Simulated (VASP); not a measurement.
**Si2W: single point with BLYP+D3(BJ)**

Crystal: Si2W.

```
CELL_PARAMETERS angstrom
-1.60971 1.60971 3.90583
1.60971 -1.60971 3.90583
1.60971 1.60971 -3.90583
ATOMIC_POSITIONS crystal
Si 0.33520 0.33520 0.00000
Si 0.66480 0.66480 0.00000
W 0.00000 0.00000 0.00000
```

This cell differs from its parent crystal: volume scaled by 1.02.

| Item | Value |
| --- | --- |
| Program | VASP 6.6.1 |
| Task | single point |
| Functional | BLYP |
| Dispersion | D3(BJ) |
| Potentials or basis | VASP PAW PBE potentials, release 64 (Si, W_sv) |
| Cutoff | 520 eV |
| k mesh | 10 × 10 × 10 |
| Occupations | gaussian, width 0.05 eV |
| Spin | no spin polarisation |
| Dipole correction | no |
| Further INCAR settings | ALGO = Normal; EDIFF = 1e-06; NBANDS = 18 |

```yaml
Pressure: -3.0 GPa
Largest_force: 0.008 eV/Å
Band_gap_on_the_k_mesh: zero (band 11 reaches 13.08 eV, above the bottom of band 12 at 11.87 eV)
Dispersion_energy_per_atom: -1.323 eV
```

Forces in eV/Å, atoms in the order of the input:
```
Si   0.000  0.000 -0.008
Si   0.000  0.000  0.008
W    0.000  0.000  0.000
```

Stress tensor (GPa, compression positive):
```
-3.11  0.00  0.00
 0.00 -3.11  0.00
 0.00  0.00 -2.91
```

Levels at points of the mesh, in eV from the Fermi level:
```tsv
k point	band 9	band 10	band 11	band 12	band 13	band 14
(0.00, 0.00, 0.00)	-2.80	-2.80	0.59	2.71	3.09	3.09
(0.50, 0.00, 0.00)	-2.78	-2.66	-0.39	2.69	2.81	4.04
(0.50, 0.50, 0.00)	-4.90	-3.13	-1.54	2.87	2.95	3.13
(0.50, 0.50, 0.50)	-0.79	-0.79	-0.47	-0.47	0.77	4.56
```

It took 2.2 min on 1 thread of Intel(R) Xeon(R) Platinum 8375C CPU @ 2.90GHz (Ice Lake) (shared host), peak memory 0.25 GiB.

Caveat: the PAW data sets were made with another functional, which shifts forces and pressure a little; spin-orbit coupling is left out, which moves the levels of the heavy elements; pairwise dispersion overbinds metals, which lowers pressure and volume.
